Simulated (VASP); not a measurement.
# MgO (P-1) in VASP: single point with PBEsol

Aim: the single point of MgO with PBEsol.

Everything below comes from runs of VASP 6.6.1. Logs are shortened: lines on timing, memory, paths and dates and some standing lists are left out, and cuts for length are marked.

### Step 1. The cell of the first run

The typed cell holds 4 atoms: a = 2.980 Å, b = 2.980 Å, c = 4.214 Å, α = 90.00°, β = 90.00°, γ = 90.00°.

### Step 2. Single point, PBEsol

Input file INCAR:

```
SYSTEM = MgO
PREC = Accurate ; ENCUT = 520
EDIFF = 1E-6 ; ISMEAR = 0
SIGMA = 0.05 ; LREAL = .FALSE.
LASPH = .TRUE. ; NELM = 100
ALGO = Normal ; ISIF = 2
LWAVE = .FALSE. ; LCHARG = .TRUE.
GGA = PS ; LELF = .TRUE.
LVHAR = .TRUE. ; NBANDS = 16
```

Input file KPOINTS:

```
regular mesh
0
G
  8 8 6
  0 0 0
```

Input file POSCAR:

```
MgO
1.0
    0.0000000000     -2.1071057202     -2.1071057202
    0.0000000000      2.1071057202     -2.1071057202
    4.2142114403      0.0000000000      0.0000000000
Mg O
2 2
Direct
    0.4992023415      0.5144743718      0.5009357255
    0.0007976585     -0.0144743718     -0.0009357255
    0.4831077934      0.4963838085      0.0079081982
    0.0168922066      0.0036161915      0.4920918018
```

Potentials or basis: VASP PAW PBE potentials, release 64 (Mg, O).

Launch:

```
cat potpaw_PBE.64/Mg/POTCAR potpaw_PBE.64/O/POTCAR > POTCAR
mpirun -np 1 vasp_std > vasp.out
```

OUTCAR:

```text
SYSTEM = MgO
   PREC = Accurate
   ENCUT = 520
   EDIFF = 1E-6
   ISMEAR = 0
   LREAL = .FALSE.
   LASPH = .TRUE.
   NELM = 100
   ISIF = 2
   GGA = PS

 ion  position               nearest neighbor table
   1  0.499  0.514  0.501-   4 2.05   3 2.08   4 2.09   4 2.12   3 2.14   4 2.17   2 2.93   2 2.93
                             2 2.94   2 2.95   2 3.02   2 3.02   2 3.03   2 3.03
   2  0.001  0.986  0.999-   3 2.05   4 2.08   3 2.09   3 2.12   4 2.14   3 2.17   1 2.93   1 2.93
                             1 2.94   1 2.95   1 3.02   1 3.02   1 3.03   1 3.03
   3  0.483  0.496  0.008-   2 2.05   1 2.08   2 2.09   2 2.12   1 2.14   2 2.17
   4  0.017  0.004  0.492-   1 2.05   2 2.08   1 2.09   1 2.12   2 2.14   1 2.17

  LATTYP: Found a simple tetragonal cell.
 ALAT       =     2.9798974869
 C/A-ratio  =     1.4142135623

  Lattice vectors:

 A1 = (   0.0000000000,  -2.1071057202,  -2.1071057202)
 A2 = (   0.0000000000,   2.1071057202,  -2.1071057202)
 A3 = (   4.2142114403,   0.0000000000,   0.0000000000)

Analysis of symmetry for initial positions (statically):
=====================================================================
 Subroutine PRICEL returns:
 Original cell was already a primitive cell.

 Routine SETGRP: Setting up the symmetry group for a
 simple tetragonal supercell.

 Subroutine GETGRP returns: Found  2 space group operations
 (whereof  1 operations were pure point group operations)
 out of a pool of 16 trial point group operations.

The static configuration has the point symmetry C_1 .
 The point group associated with its full space group is S_2 .

Analysis of symmetry for dynamics (positions and initial velocities):
=====================================================================
 Subroutine PRICEL returns:
 Original cell was already a primitive cell.

 Routine SETGRP: Setting up the symmetry group for a
 simple tetragonal supercell.

 Subroutine GETGRP returns: Found  2 space group operations
 (whereof  1 operations were pure point group operations)
 out of a pool of 16 trial point group operations.

The dynamic configuration has the point symmetry C_1 .
 The point group associated with its full space group is S_2 .

 Subroutine INISYM returns: Found  2 space group operations
 (whereof  1 operations are pure point group operations),
 and found     1 'primitive' translations

----------------------------------------------------------------------------------------

                                     Primitive cell

  volume of cell :      37.4213

  direct lattice vectors                    reciprocal lattice vectors
     0.000000000 -2.107105720 -2.107105720     0.000000000 -0.237292318 -0.237292318
     0.000000000  2.107105720 -2.107105720     0.000000000  0.237292318 -0.237292318
     4.214211440  0.000000000  0.000000000     0.237292318  0.000000000  0.000000000

  length of vectors
     2.979897487  2.979897487  4.214211440     0.335582014  0.335582014  0.237292318

  position of ions in fractional coordinates (direct lattice)
     0.499202342  0.514474372  0.500935725
     0.000797658  0.985525628  0.999064275
     0.483107793  0.496383808  0.007908198
     0.016892207  0.003616192  0.492091802

  ion indices of the primitive-cell ions
   primitive index   ion index
                 1           1
                 2           2
                 3           3
                 4           4

----------------------------------------------------------------------------------------

 KPOINTS: regular mesh

Automatic generation of k-mesh.
 Grid dimensions read from file:
 generate k-points for:    8    8    6

 Generating k-lattice:

  Cartesian coordinates                     Fractional coordinates (reciprocal lattice)
     0.000000000 -0.029661540 -0.029661540     0.125000000  0.000000000  0.000000000
     0.000000000  0.029661540 -0.029661540     0.000000000  0.125000000  0.000000000
     0.039548720  0.000000000  0.000000000     0.000000000  0.000000000  0.166666667

  Length of vectors
     0.041947752  0.041947752  0.039548720

  Shift w.r.t. Gamma in fractional coordinates (k-lattice)
     0.000000000  0.000000000  0.000000000

 Subroutine IBZKPT returns following result:
 ===========================================

 Found    196 irreducible k-points:

 Following reciprocal coordinates:
            Coordinates               Weight
  0.000000  0.000000  0.000000      1.000000
  0.125000  0.000000  0.000000      2.000000
  0.000000  0.125000  0.000000      2.000000
  0.250000  0.000000  0.000000      2.000000
  0.000000  0.250000  0.000000      2.000000
  0.375000  0.000000  0.000000      2.000000
[... 16 lines left out ...]
 -0.250000  0.250000  0.000000      2.000000
  0.375000  0.250000  0.000000      2.000000
 [... further k-points ...]
   k-points           NKPTS =    196   k-points in BZ     NKDIM =    196   number of bands    NBANDS=     16
   number of dos      NEDOS =    301   number of ions     NIONS =      4
   total plane-waves  NPLWV =  18432
   dimension x,y,z NGX =    24 NGY =   24 NGZ =   32
   dimension x,y,z NGXF=    48 NGYF=   48 NGZF=   64
   ions per type =               2   2
   NGX,Y,Z   is equivalent  to a cutoff of  13.39, 13.39, 12.62 a.u.
   NGXF,Y,Z  is equivalent  to a cutoff of  26.78, 26.78, 25.25 a.u.
 SYSTEM =  MgO
   PREC   = accura    normal or accurate (medium, high low for compatibility)
   ISTART =      0    job   : 0-new  1-cont  2-samecut
   ICHARG =      2    charge: 1-file 2-atom 10-const
   ISPIN  =      1    spin polarized calculation?
   LNONCOLLINEAR =      F non collinear calculations
   LSORBIT =      F    spin-orbit coupling
   LASPH  =      T    aspherical Exc in radial PAW
   ENCUT  =  520.0 eV  38.22 Ry    6.18 a.u.   5.54  5.54  7.84*2*pi/ulx,y,z
   NELM   =    100;   NELMIN=  2; NELMDL= -5     # of ELM steps
   EDIFF  = 0.1E-05   stopping-criterion for ELM
   LREAL  =      F    real-space projection
   EDIFFG = 0.1E-04   stopping-criterion for IOM
   NSW    =      0    number of steps for IOM
   IBRION =     -1    ionic relax: 0-MD 1-quasi-New 2-CG
   NFREE  =      0    steps in history (QN), initial steepest desc. (CG)
   ISIF   =      2    stress and relaxation
   ISYM   =      2    0-nonsym 1-usesym 2-fastsym
   POTIM  = 0.5000    time-step for ionic-motion
   TEBEG  =    0.0;   TEEND  =   0.0 temperature during run
   PSTRESS=    0.0 pullay stress
   NELECT =      16.0000    total number of electrons
   NUPDOWN=      -1.0000    fix difference up-down
   EMIN   =  10.00;   EMAX   =-10.00  energy-range for DOS
   EFERMI =   0.00;   METHOD = LEGACY
   ISMEAR =     0;   SIGMA  =   0.05  broadening in eV -4-tet -1-fermi 0-gaus
   EFERMI_NEDOS =   21; number of points for ismear=-14 and -15
   IALGO  =     38    algorithm
   IMIX   =      4    mixing-type and parameters
     AMIX     =   0.40;   BMIX     =  1.00
     AMIX_MAG =   1.60;   BMIX_MAG =  1.00
  volume/ion in A,a.u.               =       9.36        63.13
  Fermi-wavevector in a.u.,A,eV,Ry     =   1.233318  2.330634 20.695468  1.521074
  Thomas-Fermi vector in A             =   2.368053
   LORBIT       =      0    0 simple, 1 ext, 2 COOP (PROOUT), +10 PAW based schemes
   GGA     = PS    functional components
   LHFCALC =     F    Hartree Fock is set to
   AEXX    =    0.0000 exact exchange contribution
   IVDW    =     0    specifies the selected vdW correction
   LEPSILON=     F    determine dielectric tensor
   LRPA    =     F    only Hartree local field effects (RPA)
 non-spin polarized calculation
 Gauss-broadening in eV      SIGMA  =   0.05
  energy-cutoff  :      520.00
  volume of cell :       37.42
 maximum number of plane-waves:      1032
 NGX is ok and might be reduce to    24
   NGX = 11   NGY = 11   NGZ = 15

 number of electron      15.9999999 magnetization

 Free energy of the ion-electron system (eV)
  ---------------------------------------------------
  ext. energy  EPLUGINS =         0.00000000
  ---------------------------------------------------
  free energy    TOTEN  =       -24.96374945 eV

  energy without entropy =      -24.96374945  energy(sigma->0) =      -24.96374945

 E-fermi :   3.3316     XC(G=0): -11.3016

 val. band max:        3.0716372352   @ k =   0.0000   0.0000   0.0000
 cond. band min:       7.6470829204   @ k =   0.0000   0.0000   0.0000
 fundamental gap:      4.5754456852
 Fermi energy:         3.3315728811

 k-point     1 :       0.0000    0.0000    0.0000
  band No.  band energies     occupation
      1     -14.1439      2.00000
      2     -12.5582      2.00000
      3      -1.0838      2.00000
      4       1.6865      2.00000
      5       1.7008      2.00000
      6       3.0342      2.00000
[... 8 lines left out ...]
     15      18.7949      0.00000
     16      21.8462      0.00000

 k-point     2 :       0.1250    0.0000    0.0000
  band No.  band energies     occupation
      1     -14.0324      2.00000
      2     -12.5447      2.00000
      3      -0.9319      2.00000
      4       1.2306      2.00000
      5       1.7399      2.00000
      6       2.3974      2.00000
[... 8 lines left out ...]
     15      18.9467      0.00000
     16      21.5253      0.00000

 k-point     3 :       0.0000    0.1250    0.0000
  band No.  band energies     occupation
      1     -14.0318      2.00000
      2     -12.5455      2.00000
      3      -0.9310      2.00000
      4       1.2249      2.00000
      5       1.7537      2.00000
      6       2.4070      2.00000
[... 8 lines left out ...]
     15      19.0270      0.00000
     16      21.4474      0.00000

 k-point     4 :       0.2500    0.0000    0.0000
  band No.  band energies     occupation
      1     -13.7267      2.00000
      2     -12.5402      2.00000
      3      -0.4924      2.00000
      4       0.2916      2.00000
      5       1.1770      2.00000
      6       1.8942      2.00000
[... 8 lines left out ...]
     15      19.7080      0.00000
     16      20.9277      0.00000
[... 324 lines left out ...]
 k-point    22 :       0.2500    0.2500    0.0000
  band No.  band energies     occupation
      1     -13.3804      2.00000
      2     -12.5059      2.00000
      3       0.0363      2.00000
      4       0.0534      2.00000
      5       0.4216      2.00000
      6       1.2565      2.00000
[... 8 lines left out ...]
     15      18.7556      0.00000
     16      20.3150      0.00000

 k-point    23 :      -0.2500    0.2500    0.0000
  band No.  band energies     occupation
      1     -13.3806      2.00000
      2     -12.5051      2.00000
      3       0.0365      2.00000
      4       0.0528      2.00000
      5       0.4171      2.00000
      6       1.2605      2.00000
[... 8 lines left out ...]
     15      18.4792      0.00000
     16      20.3814      0.00000

 k-point    24 :       0.3750    0.2500    0.0000
  band No.  band energies     occupation
      1     -13.0512      2.00000
      2     -12.5500      2.00000
      3      -0.5260      2.00000
      4      -0.2318      2.00000
      5       0.6471      2.00000
      6       1.4556      2.00000
[... 8 lines left out ...]
     15      19.2904      0.00000
     16      20.7603      0.00000

 [... further k-points ...]
[... 5 lines left out ...]
  --------------------------------------------------------------------------------------
  -------------------------------------------------------------------------------------
  Total       -0.0153436      0.1591795     -0.1314756      0.0127565     -0.0174908     -0.0059230
  in kB       -0.6569301      6.8152028     -5.6290734      0.5461630     -0.7488625     -0.2535898
  external PRESSURE =       0.1763998 kB  Pullay stress =       0.0000000 kB

 VOLUME and BASIS-vectors are now :
 -----------------------------------------------------------------------------
  energy-cutoff  :      520.00
  volume of cell :       37.42
      direct lattice vectors                 reciprocal lattice vectors
     0.000000000 -2.107105720 -2.107105720     0.000000000 -0.237292318 -0.237292318
     0.000000000  2.107105720 -2.107105720     0.000000000  0.237292318 -0.237292318
     4.214211440  0.000000000  0.000000000     0.237292318  0.000000000  0.000000000

 POSITION                                       TOTAL-FORCE (eV/Angst)
 -----------------------------------------------------------------------------------
      2.11105      0.03218     -2.13592        -0.077110     -0.380577      0.128309
      4.21027      2.07493     -2.07829         0.077110      0.380577     -0.128309
      0.03333      0.02797     -2.06389        -0.568113     -0.390863     -0.353181
      2.07378     -0.02797     -0.04321         0.568113      0.390863      0.353181
 -----------------------------------------------------------------------------------
    total drift:                               -0.000000     -0.000000      0.000000

  FREE ENERGIE OF THE ION-ELECTRON SYSTEM (eV)
  ---------------------------------------------------
  free  energy   TOTEN  =       -24.9637494465 eV

  energy  without entropy=      -24.9637494465  energy(sigma->0) =      -24.96374945
```

It took 2.8 min on 1 thread of AMD EPYC 7R13, shared host; peak memory 0.2 GiB.

What came out:

```
Free energy            : -24.9637 eV
Pressure               : 0.0 GPa
Largest force          : 0.775 eV/Å
Band gap on the k mesh : 4.58 eV
```

Forces in eV/Å, atoms in the order of the input:
```
Mg  -0.077 -0.381  0.128
Mg   0.077  0.381 -0.128
O   -0.568 -0.391 -0.353
O    0.568  0.391  0.353
```

Levels at points of the mesh, in eV from the valence-band top:
```
           k point  band 4  band 5  band 6  band 7  band 8  band 9  band 10  band 11  band 12  band 13
(0.00, 0.00, 0.00)   -1.39   -1.37   -0.04   -0.01    0.00    4.58     8.94     9.86    12.84    15.52
(0.50, 0.00, 0.00)   -3.39   -2.24   -1.83   -0.76   -0.59    9.17     9.40    11.08    12.15    13.92
(0.00, 0.50, 0.00)   -3.54   -2.06   -2.02   -0.68   -0.66    9.24     9.27    11.49    11.76    13.70
(0.50, 0.50, 0.00)   -4.15   -1.39   -1.39   -1.37   -1.36    8.87     8.88     9.78     9.81    13.02
(0.00, 0.00, 0.50)   -2.63   -0.83   -0.83   -0.69   -0.69    7.75     8.09    10.94    10.97    15.04
(0.50, 0.00, 0.50)   -4.67   -0.69   -0.68   -0.68   -0.66    7.64     7.73    12.45    12.54    16.12
(0.00, 0.50, 0.50)   -4.69   -0.68   -0.68   -0.66   -0.66    7.69     7.70    12.37    12.41    16.13
(0.50, 0.50, 0.50)   -3.11   -2.93   -2.92   -1.78   -1.77   10.89    10.92    11.59    11.66    12.46
```

Caveat: the PAW data sets were made with another functional, which shifts forces and pressure a little. A hybrid or GW would open this gap; PBEsol tends to underestimate it.
